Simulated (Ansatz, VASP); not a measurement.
**One calculation of Ni, two programs**

```
CELL_PARAMETERS angstrom
0.00000 2.50152 2.50152
2.50152 0.00000 2.50152
2.50152 2.50152 0.00000
ATOMIC_POSITIONS crystal
Ni 0.12500 0.12500 0.12500
Ni 0.87500 0.87500 0.87500
```

Alike in both runs: task single point; functional PBEsol; k mesh 12 × 12 × 12; occupations fermi-dirac, width 0.1 eV; no spin polarisation.

|  | VASP | Ansatz |
| --- | --- | --- |
| version | VASP 6.6.1 | Ansatz 0.2.0 |
| potentials or method | VASP PAW PBE potentials, release 64 (Ni), cutoff 520 eV | plane waves (420 eV) with PAW, scalar-relativistic |
| valence electrons in the cell | 20 | 36 |

```csv
,VASP,Ansatz,Ansatz less VASP
pressure (GPa),-0.1,0.0,+0.09
```

VASP's potentials were made for PBE, not for PBEsol, and Ansatz warns of the same on its side. VASP's potentials hold 20 valence electrons a cell and Ansatz's 36, so a difference there can come from the potentials and not from the codes.
